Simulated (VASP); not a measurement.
# InGaAs2: single point with r2SCAN

InGaAs2:

```xyz
4
Lattice="3.9759 0.0000 0.0000 0.0000 3.9759 0.0000 0.0000 0.0000 6.7327" Properties=species:S:1:pos:R:3 pbc="T T T"
In    0.0000    0.0000    3.3664
Ga    1.9879    1.9879    0.0000
As    1.9879    0.0000    5.1739
As    0.0000    1.9879    1.5588
```

This cell differs from its parent crystal: ratio of the length along z to the lengths across it x 1.2, volume and fractional coordinates fixed.

| Property | Result |
| --- | --- |
| Program | VASP 6.6.1 |
| Task | single point |
| Functional | r2SCAN |
| Potentials or basis | VASP PAW PBE potentials, release 64 (In_d, Ga_d, As) |
| Cutoff | 520 eV |
| k mesh | 10 × 10 × 6 |
| Occupations | gaussian, width 0.03 eV |
| Spin | no spin polarisation |
| Dipole correction | no |
| Further INCAR settings | ALGO = Normal; EDIFF = 1e-06; NBANDS = 26 |

- Pressure: -2.7 GPa
- Largest force: 0.070 eV/Å
- Band gap on the k mesh: zero (filled and empty bands touch)

Forces in eV/Å, atoms in the order of the input:
```
In   0.000  0.000  0.000
Ga   0.000  0.000  0.000
As   0.000  0.000  0.070
As   0.000  0.000 -0.070
```

Stress tensor (GPa, compression positive):
```
  1.03   0.00   0.00
  0.00   1.03   0.00
  0.00   0.00 -10.14
```

Levels at points of the mesh, in eV from the Fermi level:
| k point | band 15 | band 16 | band 17 | band 18 | band 19 | band 20 | band 21 | band 22 |
| --- | --- | --- | --- | --- | --- | --- | --- | --- |
| (0.00, 0.00, 0.00) | -2.06 | -1.26 | -0.60 | -0.02 | -0.02 | 2.21 | 2.79 | 3.74 |
| (0.50, 0.00, 0.00) | -3.90 | -3.68 | -1.03 | -0.44 | 2.55 | 3.10 | 3.89 | 4.51 |
| (0.50, 0.50, 0.00) | -3.24 | -3.00 | -3.00 | -2.86 | 1.05 | 1.16 | 1.16 | 1.37 |
| (0.00, 0.00, 0.50) | -1.57 | -1.57 | -0.96 | -0.96 | 2.40 | 2.56 | 3.13 | 3.15 |
| (0.50, 0.00, 0.50) | -2.09 | -2.07 | -1.01 | -0.40 | 0.15 | 0.37 | 4.10 | 5.02 |
| (0.50, 0.50, 0.50) | -3.51 | -3.42 | -3.30 | -3.30 | 2.89 | 2.93 | 3.46 | 3.46 |

It took 14 min on 1 thread of Intel Xeon 6975P-C (shared host), peak memory 0.39 GiB.

Caveat: the PAW data sets were made with another functional, which shifts forces and pressure a little; spin-orbit coupling is left out, which moves the levels of the heavy elements.
